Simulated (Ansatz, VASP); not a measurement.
## Two plane-wave programs on V

Contents of INCAR:

```
  PREC = Accurate
  ENCUT = 520
  EDIFF = 1E-6
  ISMEAR = 0
  SIGMA = 0.05
  LREAL = F
  LASPH = T
  NELM = 100
  ALGO = Normal
  ISIF = 2
  LWAVE = F
  LCHARG = F
  GGA = PE
  NBANDS = 12
```

The input KPOINTS:

```
regular mesh
0
Gamma
  20 20 20
```

The input POSCAR:

```
V
1.0
   -1.5181029860      1.5181029860      1.5181029860
    1.5181029860     -1.5181029860      1.5181029860
    1.5181029860      1.5181029860     -1.5181029860
V
1
Direct
    0.0000000000      0.0000000000      0.0000000000
```

Input for Ansatz:

```yaml
crystal:
  lattice:
    - [-1.518102986, 1.518102986, 1.518102986]
    - [1.518102986, -1.518102986, 1.518102986]
    - [1.518102986, 1.518102986, -1.518102986]
  atoms:
    - { symbol: V, position: [0.0, 0.0, 0.0] }
basis:
  ecutwfc: 420
  ecutrho_ratio: 4
kpoints:
  mp_grid: { grid: [20, 20, 20] }
hamiltonian:
  xc: pbe
scf:
  occupations: { method: gaussian, width: 0.05 }
output:
  forces: true
  stress: true
  eigenvalues: true
```

Alike in both runs: task single point; functional PBE; k mesh 20 × 20 × 20; occupations gaussian, width 0.05 eV; no spin polarisation.

|  | VASP | Ansatz |
| --- | --- | --- |
| version | VASP 6.6.1 | Ansatz 0.2.0 |
| potentials or method | VASP PAW PBE potentials, release 64 (V_sv), cutoff 520 eV | scalar-relativistic, plane waves, PAW |
| valence electrons in the cell | 13 | 13 |

```csv
,VASP,Ansatz,Ansatz less VASP
gap on the k mesh at the Fermi level (eV),none,none,-
pressure (GPa),-6.4,-6.6,-0.20
```

A gap of «none» marks a metal or a gap that the smearing closes. The functional is the same, so the differences come from potentials, cutoffs and numerics.
